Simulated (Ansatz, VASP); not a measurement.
Two plane-wave programs on NbTe2

Contents of INCAR:

```
ALGO     = Normal         # electronic algorithm
DIPOL    = 0.5 0.5 0.291
EDIFF    = 1E-6           # SCF threshold, eV
ENCUT    = 520            # plane-wave cutoff, eV
GGA      = PE             # functional
IDIPOL   = 3            
ISIF     = 2              # what is computed and relaxed
ISMEAR   = 0              # smearing method
ISPIN    = 2              # spin polarisation
LASPH    = T              # aspherical terms in the spheres
LCHARG   = F              # write CHGCAR
LDIPOL   = T            
LMAXMIX  = 4              # l up to which the mixer works
LORBIT   = 11             # projections on sites
LREAL    = F              # projectors in reciprocal space
LWAVE    = F              # write WAVECAR
MAGMOM   = 0.48 0 0       # initial moments
NBANDS   = 24             # bands
NELM     = 150            # most SCF steps
PREC     = Accurate       # precision mode
SIGMA    = 0.1            # smearing width, eV
```

The input KPOINTS:

```
k-points
0
Gamma
  12 12 1
```

The input POSCAR:

```
NbTe2
1.0
    3.6910033675     -0.0000002887      0.0000000000
   -1.8455014338      3.1965028261      0.0000000000
    0.0000000000      0.0000000000     30.9606580000
Nb Te
1 2
Direct
    0.0000000000      0.0000000000      0.2909440000
    0.6666666667      0.3333333333      0.2312100000
    0.6666666667      0.3333333333      0.3506780000
```

Input for Ansatz:

```yaml
crystal:
  lattice:
    - [3.6910033675, -2.887e-07, 0.0]
    - [-1.8455014338, 3.1965028261, 0.0]
    - [0.0, 0.0, 30.960658]
  atoms:
    - { symbol: Nb, position: [0.0, 0.0, 0.290944], spin: 0.48 }
    - { symbol: Te, position: [0.6666666667, 0.3333333333, 0.23121] }
    - { symbol: Te, position: [0.6666666667, 0.3333333333, 0.350678] }
  periodic: [true, true, false]
basis:
  ecutwfc: 420
kpoints:
  mp_grid: { grid: [12, 12, 1] }
  band_path:
    path:
      - [0.0, 0.0, 0.0]
      - [0.5, 0.0, 0.0]
      - [0.33333333, 0.33333333, 0.0]
      - [0.0, 0.0, 0.0]
    npoints: 14
hamiltonian:
  xc: pbe
scf:
  occupations: { method: gaussian, width: 0.1 }
  n_extra_bands: 7
output:
  forces: true
  stress: true
  eigenvalues: true
  populations: true
  dos: { projected: true, de: 0.02, nscf_kmesh: { grid: [15, 15, 1] } }
  bader: true
  write_density: true
  write_potential: true
  elf: true
  volumetric_format: npy
magnetization:
  spin_polarized: true
checkpoint:
  read: start.run
  write: ck
  compress: false
  write_wavefunctions: false
  write_every: 100000
```

Alike in both runs: task single point; functional PBE; k mesh 12 × 12 × 1; occupations gaussian, width 0.1 eV; collinear spin.

|  | VASP | Ansatz |
| --- | --- | --- |
| version | VASP 6.6.1 | Ansatz 0.2.0 |
| potentials or method | VASP PAW PBE potentials, release 64 (Nb_sv, Te), cutoff 520 eV | scalar-relativistic, plane waves, PAW |
| valence electrons in the cell | 25 | 45 |

```tsv
	VASP	Ansatz	Ansatz less VASP
gap on the k mesh at the Fermi level (eV)	none	none	-
net moment per atom (μB)	0.23	0.23	+0.001
size of the moment on the site where the two differ most (μB)	0.44	0.44	-0.004
```

Site moments also hang on the region over which each program counts them. A gap of «none» marks a metal or a gap that the smearing closes. With one functional, cell and mesh, what is left measures potentials, basis and numerics. VASP's potentials hold 25 valence electrons a cell and Ansatz's 45, so a difference there can come from the potentials and not from the codes. Ansatz's warnings: stability check not made, xc potential rough in thin density.

Spin-orbit coupling is off throughout.
